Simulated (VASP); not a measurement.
# Sn in VASP: a series of runs

Runs on Sn. Level: PBE. Tasks: single point, relaxation of cell and atoms.

Everything below comes from runs of VASP 6.6.1. Logs are shortened: lines on timing, memory, paths and dates and some standing lists are left out, and cuts for length are marked.

## 1. The cell of the first run

The typed cell holds 3 atoms: a = 4.355 Å, b = 4.355 Å, c = 5.372 Å, α = 90.00°, β = 90.00°, γ = 120.00°.

This isn't the form of Sn at room conditions, which is tetragonal (white tin).

## 2. Single point, PBE

INCAR

```
SYSTEM = Sn
  ALGO = Normal
  EDIFF = 1E-6
  ENCUT = 500
  GGA = PE
  GGA_COMPAT = .False.
  ISIF = 2
  ISMEAR = 0
  LASPH = .True.
  LCHARG = .False.
  LREAL = .False.
  LWAVE = .False.
  NBANDS = 28
  NELM = 120
  PREC = Accurate
  SIGMA = 0.1
```

KPOINTS

```
k-points
0
Gamma
  6 6 4
  0 0 0
```

POSCAR

```
Sn
1.0
    4.3547882583      0.0000000000      0.0000000000
   -2.1773941292      3.7713572598      0.0000000000
    0.0000000000      0.0000000000      5.3721952813
Sn
3
Direct
    0.3333074592      0.0000000000      0.3333333333
    0.0000000000      0.3333074592      0.6666666667
    0.6666925408      0.6666925408      0.0000000000
```

Potentials or basis: VASP PAW PBE potentials, release 64 (Sn_d).

Launch:

```bash
$ cat potpaw_PBE.64/Sn_d/POTCAR > POTCAR
$ mpirun -np 1 vasp_std > vasp.out
```

OUTCAR:

```text
SYSTEM = Sn
   EDIFF = 1E-6
   ENCUT = 500
   GGA = PE
   ISIF = 2
   ISMEAR = 0
   LASPH = .True.
   LREAL = .False.
   NELM = 120
   PREC = Accurate

 ion  position               nearest neighbor table
   1  0.333  0.000  0.333-   3 3.09   2 3.09   3 3.09   3 3.09   2 3.09   2 3.09
   2  0.000  0.333  0.667-   3 3.09   1 3.09   3 3.09   3 3.09   1 3.09   1 3.09
   3  0.667  0.667  0.000-   1 3.09   2 3.09   2 3.09   1 3.09   1 3.09   2 3.09

  LATTYP: Found a hexagonal cell.
 ALAT       =     4.3547882583
 C/A-ratio  =     1.2336295045

  Lattice vectors:

 A1 = (   4.3547882583,   0.0000000000,   0.0000000000)
 A2 = (  -2.1773941292,   3.7713572598,   0.0000000000)
 A3 = (   0.0000000000,   0.0000000000,   5.3721952813)

Analysis of symmetry for initial positions (statically):
=====================================================================
 Subroutine PRICEL returns:
 Original cell was already a primitive cell.

 Routine SETGRP: Setting up the symmetry group for a
 hexagonal supercell.

 Subroutine GETGRP returns: Found  6 space group operations
 (whereof  2 operations were pure point group operations)
 out of a pool of 24 trial point group operations.

The static configuration has the point symmetry C_2 .
 The point group associated with its full space group is D_3 .

Analysis of symmetry for dynamics (positions and initial velocities):
=====================================================================
 Subroutine PRICEL returns:
 Original cell was already a primitive cell.

 Routine SETGRP: Setting up the symmetry group for a
 hexagonal supercell.

 Subroutine GETGRP returns: Found  6 space group operations
 (whereof  2 operations were pure point group operations)
 out of a pool of 24 trial point group operations.

The dynamic configuration has the point symmetry C_2 .
 The point group associated with its full space group is D_3 .

 Subroutine INISYM returns: Found  6 space group operations
 (whereof  2 operations are pure point group operations),
 and found     1 'primitive' translations

----------------------------------------------------------------------------------------

[... 85 lines left out ...]
   ISTART =      0    job   : 0-new  1-cont  2-samecut
   ICHARG =      2    charge: 1-file 2-atom 10-const
   ISPIN  =      1    spin polarized calculation?
   LNONCOLLINEAR =      F non collinear calculations
   LSORBIT =      F    spin-orbit coupling
   LASPH  =      T    aspherical Exc in radial PAW
   ENCUT  =  500.0 eV  36.75 Ry    6.06 a.u.   7.94  7.94  9.79*2*pi/ulx,y,z
   NELM   =    120;   NELMIN=  2; NELMDL= -5     # of ELM steps
   EDIFF  = 0.1E-05   stopping-criterion for ELM
   LREAL  =      F    real-space projection
   EDIFFG = 0.1E-04   stopping-criterion for IOM
   NSW    =      0    number of steps for IOM
   IBRION =     -1    ionic relax: 0-MD 1-quasi-New 2-CG
   NFREE  =      0    steps in history (QN), initial steepest desc. (CG)
   ISIF   =      2    stress and relaxation
   ISYM   =      2    0-nonsym 1-usesym 2-fastsym
   POTIM  = 0.5000    time-step for ionic-motion
   TEBEG  =    0.0;   TEEND  =   0.0 temperature during run
   PSTRESS=    0.0 pullay stress
   NELECT =      42.0000    total number of electrons
   NUPDOWN=      -1.0000    fix difference up-down
   EMIN   =  10.00;   EMAX   =-10.00  energy-range for DOS
   EFERMI =   0.00;   METHOD = LEGACY
   ISMEAR =     0;   SIGMA  =   0.10  broadening in eV -4-tet -1-fermi 0-gaus
   EFERMI_NEDOS =   21; number of points for ismear=-14 and -15
   IALGO  =     38    algorithm
   IMIX   =      4    mixing-type and parameters
     AMIX     =   0.40;   BMIX     =  1.00
     AMIX_MAG =   1.60;   BMIX_MAG =  1.00
  volume/ion in A,a.u.               =      29.41       198.47
  Fermi-wavevector in a.u.,A,eV,Ry     =   1.278260  2.415561 22.231210  1.633948
  Thomas-Fermi vector in A             =   2.410813
   LORBIT       =      0    0 simple, 1 ext, 2 COOP (PROOUT), +10 PAW based schemes
   GGA     = PE    functional components
   LHFCALC =     F    Hartree Fock is set to
   AEXX    =    0.0000 exact exchange contribution
   IVDW    =     0    specifies the selected vdW correction
   LEPSILON=     F    determine dielectric tensor
   LRPA    =     F    only Hartree local field effects (RPA)
 non-spin polarized calculation
 Gauss-broadening in eV      SIGMA  =   0.10
  energy-cutoff  :      500.00
  volume of cell :       88.23
 maximum number of plane-waves:      2259
   NGX = 15   NGY = 15   NGZ = 19

 number of electron      42.0000001 magnetization

 Free energy of the ion-electron system (eV)
  ---------------------------------------------------
  ext. energy  EPLUGINS =         0.00000000
  ---------------------------------------------------
  free energy    TOTEN  =       -11.31059127 eV

  energy without entropy =      -11.29976104  energy(sigma->0) =      -11.30517616

 E-fermi :   6.8152     XC(G=0):  -9.8885

 val. band max:        6.7855763536   @ k =   0.3333   0.0000   0.5000
 cond. band min:       6.8667278349   @ k =   0.1667   0.0000   0.5000
 fundamental gap:      0.0811514813
 Fermi energy:         6.8152064878

 k-point     1 :       0.0000    0.0000    0.0000
  band No.  band energies     occupation
      1     -14.6402      2.00000
      2     -14.6402      2.00000
      3     -14.4360      2.00000
      4     -14.4360      2.00000
      5     -14.4233      2.00000
      6     -14.4233      2.00000
[... 733 lines left out ...]
     27      12.2634      0.00000
     28      14.9787      0.00000

------------------------ aborting loop because EDIFF is reached ----------------------------------------

  FORCE on cell =-STRESS in cart. coord.  units (eV):
  Direction    XX          YY          ZZ          XY          YZ          ZX
  --------------------------------------------------------------------------------------
  -------------------------------------------------------------------------------------
  Total       -0.0474091     -0.0474091     -0.0701172      0.0000000     -0.0000000      0.0000000
  in kB       -0.8609059     -0.8609059     -1.2732636      0.0000000     -0.0000000      0.0000000
  external PRESSURE =      -0.9983585 kB  Pullay stress =       0.0000000 kB

 VOLUME and BASIS-vectors are now :
 -----------------------------------------------------------------------------
  energy-cutoff  :      500.00
  volume of cell :       88.23
      direct lattice vectors                 reciprocal lattice vectors
     4.354788258  0.000000000  0.000000000     0.229632290  0.132578264  0.000000000
    -2.177394129  3.771357260  0.000000000     0.000000000  0.265156529  0.000000000
     0.000000000  0.000000000  5.372195281     0.000000000  0.000000000  0.186143643

 POSITION                                       TOTAL-FORCE (eV/Angst)
 -----------------------------------------------------------------------------------
      1.45148      0.00000      1.79073         0.000159     -0.000000      0.000000
     -0.72574      1.25702      3.58146        -0.000079      0.000138     -0.000000
      1.45165      2.51434      0.00000        -0.000079     -0.000138     -0.000000
 -----------------------------------------------------------------------------------
    total drift:                                0.000019      0.000033      0.000000

  FREE ENERGIE OF THE ION-ELECTRON SYSTEM (eV)
  ---------------------------------------------------
  free  energy   TOTEN  =       -11.3105912690 eV

  energy  without entropy=      -11.2997610424  energy(sigma->0) =      -11.30517616
```

OSZICAR:

```text
N       E                     dE             d eps       ncg     rms          rms(c)
DAV:   1     0.375876607735E+03    0.37588E+03   -0.21435E+04  1348   0.225E+03
DAV:   2     0.350341798973E+02   -0.34084E+03   -0.33550E+03  1344   0.516E+02
DAV:   3    -0.952571526441E+01   -0.44560E+02   -0.43992E+02  1576   0.173E+02
DAV:   4    -0.112715789031E+02   -0.17459E+01   -0.17438E+01  1520   0.379E+01
DAV:   5    -0.113270480112E+02   -0.55469E-01   -0.55467E-01  1772   0.674E+00    0.268E+00
DAV:   6    -0.113113150608E+02    0.15733E-01   -0.52816E-02  1692   0.268E+00    0.149E+00
DAV:   7    -0.113103305577E+02    0.98450E-03   -0.29203E-02  1672   0.202E+00    0.202E-01
DAV:   8    -0.113105729599E+02   -0.24240E-03   -0.29790E-03  1592   0.642E-01    0.444E-02
DAV:   9    -0.113105872482E+02   -0.14288E-04   -0.11813E-04  1868   0.854E-02    0.157E-02
DAV:  10    -0.113105912791E+02   -0.40309E-05   -0.19470E-05  1460   0.486E-02    0.177E-03
DAV:  11    -0.113105912690E+02    0.10084E-07   -0.51374E-07   928   0.840E-03
   1 F= -.11310591E+02 E0= -.11305176E+02  d E =-.108302E-01
```

stdout:

```text
POSCAR found type information on POSCAR Sn
 POSCAR found :  1 types and       3 ions
 scaLAPACK will be used
 LDA part: xc-table for (Slater+PW92), standard interpolation
 POSCAR, INCAR and KPOINTS ok, starting setup
 FFT: planning ... GRIDC
 FFT: planning ... GRID_SOFT
 FFT: planning ... GRID
 WAVECAR not read
 entering main loop
```

It took 14 s on 1 thread of Intel Xeon 6975P-C (Granite Rapids), shared host; peak memory 0.2 GiB.

Results:

```yaml
Free_energy: -11.3106 eV
Pressure: -0.1 GPa
Band_gap_on_the_k_mesh: zero (bands 21 and 22 overlap by 2.67 eV)
```

Levels at points of the mesh, in eV from the Fermi level:
```csv
k point,band 18,band 19,band 20,band 21,band 22,band 23,band 24,band 25
"(0.00, 0.00, 0.00)",-5.45,0.65,0.65,0.65,0.65,2.04,2.04,5.38
"(0.50, 0.00, 0.00)",-4.41,-2.01,-1.94,-1.34,-1.34,3.02,3.62,3.62
"(0.00, 0.00, 0.50)",-0.81,0.23,0.33,0.33,2.53,2.53,2.53,2.53
"(0.50, 0.00, 0.50)",-6.67,-4.34,-0.46,-0.46,0.23,0.23,5.07,5.07
```

Caveat: spin-orbit coupling is left out, which moves the levels of the heavy elements.

## 3. Single point, PBE

This run uses another cell than the first one: it holds 1 atom, not 3.

INCAR

```
PREC     = Accurate       # precision mode
ENCUT    = 500            # plane-wave cutoff, eV
EDIFF    = 1E-6           # SCF threshold, eV
ISMEAR   = 0              # smearing method
SIGMA    = 0.1            # smearing width, eV
LREAL    = False          # projectors in reciprocal space
LASPH    = True           # aspherical terms in the spheres
NELM     = 120            # most SCF steps
ALGO     = Normal         # electronic algorithm
ISIF     = 2              # what is computed and relaxed
LWAVE    = False          # write WAVECAR
LCHARG   = True           # write CHGCAR
GGA      = PE             # functional
LELF     = True           # ELF
LVHAR    = True         
NBANDS   = 13             # bands
GGA_COMPAT= False
```

KPOINTS

```
Automatic mesh
0
Gamma
  18 18 18
```

POSCAR

```
Sn
1.0
    3.0867642977      0.0000000000      0.0000000000
    0.0000000000      3.0867642977      0.0000000000
    0.0000000000      0.0000000000      3.0867642977
Sn
1
Direct
    0.5000000000      0.5000000000      0.5000000000
```

Potentials or basis: VASP PAW PBE potentials, release 64 (Sn_d).

Launch:

```bash
$ cat potpaw_PBE.64/Sn_d/POTCAR > POTCAR
$ mpirun -np 1 vasp_std > vasp.out
```

OUTCAR:

```text
PREC = Accurate
   ENCUT = 500
   EDIFF = 1E-6
   ISMEAR = 0
   LREAL = False
   LASPH = True
   NELM = 120
   ISIF = 2
   GGA = PE

 ion  position               nearest neighbor table
   1  0.500  0.500  0.500-

  LATTYP: Found a simple cubic cell.
 ALAT       =     3.0867642977

  Lattice vectors:

 A1 = (   3.0867642977,   0.0000000000,   0.0000000000)
 A2 = (   0.0000000000,   3.0867642977,   0.0000000000)
 A3 = (   0.0000000000,   0.0000000000,   3.0867642977)

Analysis of symmetry for initial positions (statically):
=====================================================================
 Subroutine PRICEL returns:
 Original cell was already a primitive cell.

 Routine SETGRP: Setting up the symmetry group for a
 simple cubic supercell.

 Subroutine GETGRP returns: Found 48 space group operations
 (whereof 48 operations were pure point group operations)
 out of a pool of 48 trial point group operations.

The static configuration has the point symmetry O_h .

Analysis of symmetry for dynamics (positions and initial velocities):
[... 168 lines left out ...]
      2     -14.6340      2.00000
      3     -14.2716      2.00000
      4     -14.2716      2.00000
      5     -14.2716      2.00000
      6      -3.6645      2.00000
      7      12.2042      0.00000
      8      12.2042      0.00000
      9      12.2042      0.00000
     10      15.5166      0.00000
     11      15.5166      0.00000
     12      16.7827      0.00000
     13      26.8572      0.00000
[... 354 lines left out ...]
  band No.  band energies     occupation
      1     -14.5965      2.00000
      2     -14.4033      2.00000
      3     -14.3565      2.00000
      4     -14.3411      2.00000
      5     -14.2766      2.00000
      6      -1.7782      2.00000
      7       4.8649      2.00000
      8      11.7674      0.00000
      9      14.0405      0.00000
     10      17.2766      0.00000
     11      17.9531      0.00000
     12      20.2813      0.00000
     13      22.0283      0.00000

 [... further k-points ...]

------------------------ aborting loop because EDIFF is reached ----------------------------------------

  FORCE on cell =-STRESS in cart. coord.  units (eV):
  Direction    XX          YY          ZZ          XY          YZ          ZX
  --------------------------------------------------------------------------------------
  -------------------------------------------------------------------------------------
  Total       -0.0018495     -0.0018495     -0.0018495      0.0000000      0.0000000      0.0000000
  in kB       -0.1007521     -0.1007521     -0.1007521      0.0000000      0.0000000      0.0000000
  external PRESSURE =      -0.1007521 kB  Pullay stress =       0.0000000 kB

 VOLUME and BASIS-vectors are now :
 -----------------------------------------------------------------------------
  energy-cutoff  :      500.00
  volume of cell :       29.41
      direct lattice vectors                 reciprocal lattice vectors
     3.086764298  0.000000000  0.000000000     0.323963835  0.000000000  0.000000000
     0.000000000  3.086764298  0.000000000     0.000000000  0.323963835  0.000000000
     0.000000000  0.000000000  3.086764298     0.000000000  0.000000000  0.323963835

 POSITION                                       TOTAL-FORCE (eV/Angst)
 -----------------------------------------------------------------------------------
      1.54338      1.54338      1.54338         0.000000      0.000000      0.000000
 -----------------------------------------------------------------------------------
    total drift:                                0.000000     -0.000000     -0.000000

  FREE ENERGIE OF THE ION-ELECTRON SYSTEM (eV)
  ---------------------------------------------------
  free  energy   TOTEN  =        -3.7758404858 eV

  energy  without entropy=       -3.7735916614  energy(sigma->0) =       -3.77471607
```

OSZICAR:

```text
N       E                     dE             d eps       ncg     rms          rms(c)
DAV:   1     0.816502396567E+02    0.81650E+02   -0.74424E+03  5848   0.158E+03
DAV:   2     0.209566945978E+01   -0.79555E+02   -0.76577E+02  6080   0.331E+02
DAV:   3    -0.365808312471E+01   -0.57538E+01   -0.57283E+01  6760   0.743E+01
DAV:   4    -0.377746103040E+01   -0.11938E+00   -0.11936E+00  6609   0.116E+01
DAV:   5    -0.378113904923E+01   -0.36780E-02   -0.36780E-02  7128   0.207E+00    0.155E+00
DAV:   6    -0.377596841033E+01    0.51706E-02   -0.11114E-02  7363   0.179E+00    0.875E-01
DAV:   7    -0.377575224892E+01    0.21616E-03   -0.71417E-03  7115   0.145E+00    0.120E-01
DAV:   8    -0.377583867374E+01   -0.86425E-04   -0.84358E-04  6900   0.451E-01    0.334E-02
DAV:   9    -0.377584056544E+01   -0.18917E-05   -0.20007E-05  6896   0.463E-02    0.153E-02
DAV:  10    -0.377584048582E+01    0.79616E-07   -0.49556E-06  6295   0.305E-02
   1 F= -.37758405E+01 E0= -.37747161E+01  d E =-.224882E-02
```

stdout:

```text
POSCAR found type information on POSCAR Sn
 POSCAR found :  1 types and       1 ions
 scaLAPACK will be used
 LDA part: xc-table for (Slater+PW92), standard interpolation
 POSCAR, INCAR and KPOINTS ok, starting setup
 FFT: planning ... GRIDC
 FFT: planning ... GRID_SOFT
 FFT: planning ... GRID
 WAVECAR not read
 entering main loop
```

Run time: 50 s. Hardware: 1 thread of Intel Xeon 8259CL, shared host; peak memory 0.2 GiB.

What came out:

| Item | Value |
| --- | --- |
| Free energy | -3.7758 eV |
| Pressure | 0.0 GPa |
| Band gap on the k mesh | zero (bands 7 and 8 overlap by 7.36 eV) |

Levels at points of the mesh, in eV from the Fermi level:
| k point | band 5 | band 6 | band 7 | band 8 | band 9 | band 10 |
| --- | --- | --- | --- | --- | --- | --- |
| (0.00, 0.00, 0.00) | -21.20 | -10.59 | 5.28 | 5.28 | 5.28 | 8.59 |
| (0.50, 0.00, 0.00) | -21.19 | -7.65 | -4.45 | 7.77 | 7.77 | 11.39 |
| (0.50, 0.50, 0.00) | -21.08 | -4.52 | -2.08 | -2.08 | 2.91 | 10.45 |
| (0.50, 0.50, 0.50) | -21.07 | -0.92 | 0.19 | 0.19 | 0.19 | 5.87 |

Caveat: spin-orbit coupling is left out, which moves the levels of the heavy elements.

## 4. Relaxation of cell and atoms, PBE

This run uses another cell than the first one: it holds 1 atom, not 3.

INCAR

```
SYSTEM = Sn
ALGO = Normal ; EDIFF = 1E-7
EDIFFG = -0.01 ; ENCUT = 500
GGA = PE ; GGA_COMPAT = .False.
IBRION = 2 ; ISIF = 3
ISMEAR = 0 ; LASPH = .True.
LCHARG = .False. ; LREAL = .False.
LWAVE = .False. ; NELM = 120
NELMIN = 4 ; NSW = 100
PREC = Accurate ; SIGMA = 0.1
```

KPOINTS

```
k-points
0
Gamma
  18 18 18
  0 0 0
```

POSCAR is that of step 3.

Launch:

```bash
$ cat potpaw_PBE.64/Sn_d/POTCAR > POTCAR
$ mpirun -np 1 vasp_std > vasp.out
```

Wall time 54 s (1 thread of Intel Xeon 8259CL, shared host); peak memory 0.19 GiB.

The run converged. Its results:

```
Free energy             : -3.7758 eV
Pressure after relaxing : -0.1 GPa
Band gap on the k mesh  : zero (bands 7 and 8 overlap by 7.36 eV)
```

Final structure:
```
CELL_PARAMETERS angstrom
3.08676 0.00000 0.00000
0.00000 3.08676 0.00000
0.00000 0.00000 3.08676
ATOMIC_POSITIONS crystal
Sn 0.50000 0.50000 0.50000
```

Levels at points of the mesh, in eV from the Fermi level:
```csv
k point,band 4,band 5,band 6,band 7,band 8,band 9,band 10,band 11
"(0.00, 0.00, 0.00)",-21.20,-21.20,-10.59,5.28,5.28,5.28,8.59,8.59
"(0.50, 0.00, 0.00)",-21.27,-21.19,-7.65,-4.45,7.77,7.77,11.39,11.56
"(0.50, 0.50, 0.00)",-21.28,-21.08,-4.52,-2.08,-2.08,2.91,10.45,14.10
"(0.50, 0.50, 0.50)",-21.07,-21.07,-0.92,0.19,0.19,0.19,5.87,5.87
```

Caveat: the relaxation stopped at its first step, so nothing moved; spin-orbit coupling is left out, which moves the levels of the heavy elements.

## 5. Summary

| task | cell | k mesh | gap on the mesh (eV) | pressure (GPa) |
| --- | --- | --- | --- | --- |
| single point | a = 4.355, b = 4.355, c = 5.372 Å, angles 90.0, 90.0, 120.0°, 3 atoms, atomic positions A | 6 × 6 × 4 | none | -0.1 |
| single point | a = 3.087 Å, 1 atom, atomic positions B | 18 × 18 × 18 | none | 0.0 |
| relaxation of cell and atoms | relaxed from a = 3.087 Å, 1 atom, atomic positions B | 18 × 18 × 18 | none | -0.1 |

Alike in all rows: level PBE; potentials or basis VASP PAW PBE potentials, release 64 (Sn_d); no spin polarisation; cutoff (eV) 500; smearing gaussian 0.1 eV.

Caveats: spin-orbit coupling is left out, which moves the levels of the heavy elements; the relaxation stopped at its first step, so nothing moved (at least some runs).

Absolute energies hang on the potentials; compare differences alone.
